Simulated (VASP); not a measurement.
Set up this calculation in VASP 6.6.1, as the native input.

| Property | Result |
| --- | --- |
| Task | electric field gradients |
| Functional | PBEsol |
| Potentials or basis | VASP PAW PBE potentials, release 64 (Al) |
| Cutoff | 520 eV |
| k mesh | 14 × 14 × 14 |
| Occupations | fermi-dirac, width 0.05 eV |
| Spin | no spin polarisation |
| Dipole correction | no |
| Further INCAR settings | ALGO = Normal; EDIFF = 1e-08; NBANDS = 8 |

The structure of Al lies in POSCAR:

```
Al
1.0
    0.0000000000      2.0506143701      2.0506143701
    2.0506143701      0.0000000000      2.0506143701
    2.0506143701      2.0506143701      0.0000000000
Al
1
Direct
    0.0000000000      0.0000000000      0.0000000000
```

This cell differs from its parent crystal: volume scaled by 1.04.

The input as run:

INCAR

```
SYSTEM = Al
PREC     = Accurate       ! precision mode
ENCUT    = 520            ! plane-wave cutoff, eV
EDIFF    = 1E-8           ! SCF threshold, eV
ISMEAR   = -1             ! smearing method
SIGMA    = 0.05           ! smearing width, eV
LREAL    = .False.        ! projectors in reciprocal space
LASPH    = .True.         ! aspherical terms in the spheres
NELM     = 80             ! most SCF steps
ALGO     = Normal         ! electronic algorithm
ISIF     = 2              ! what is computed and relaxed
LWAVE    = .False.        ! write WAVECAR
LCHARG   = .False.        ! write CHGCAR
GGA      = PS             ! functional
LEFG     = .True.       
NBANDS   = 8              ! bands
```

KPOINTS

```
Automatic mesh
0
Gamma
  14 14 14
  0 0 0
```

Potentials or basis: VASP PAW PBE potentials, release 64 (Al).

Launch:

```console
$ cat potpaw_PBE.64/Al/POTCAR > POTCAR
$ mpirun -np 1 vasp_std > vasp.out
```

Results of the run:

```yaml
Pressure: -4.6 GPa
```

Caveat: without QUAD_EFG the Cq values of the log hold for a quadrupole moment of 1 mb, not for the nuclei; the PAW data sets were made with another functional, which shifts forces and pressure a little.

Run time: 33 s on 1 thread of AMD EPYC 7R13, on a shared host, peak memory 0.11 GiB.
